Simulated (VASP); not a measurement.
Crystal: BAs.

```
B As
1.0
     0.00000    2.40287    2.39187
     2.39187    0.00000    2.39187
     2.39187    2.40287    0.00000
B As
1 1
Direct
  0.00000 0.00000 0.00000
  0.25000 0.25000 0.25000
```

This cell differs from its parent crystal: uniaxial y strain +0.5%.

Base run:

- Program: VASP 6.6.1
- Functional: PBE
- Potentials or basis: VASP PAW PBE potentials, release 64 (B, As)
- Cutoff: 520 eV
- k mesh: 6 × 6 × 6
- Occupations: gaussian, width 0.01 eV
- Spin: no spin polarisation

Its results: band gap on the k mesh 1.25 eV, indirect (least direct gap 3.24 eV); pressure 2.2 GPa.

Problem. The run is repeated on the same cell with these changes: k mesh from 6 × 6 × 6 to 10 × 10 × 10; occupations from gaussian, width 0.01 eV to fermi-dirac, width 0.02 eV. What comes out?

Solution. Band gap on the k mesh 1.15 eV, indirect (least direct gap 3.24 eV); pressure 2.2 GPa.

A k mesh can miss the band edges.
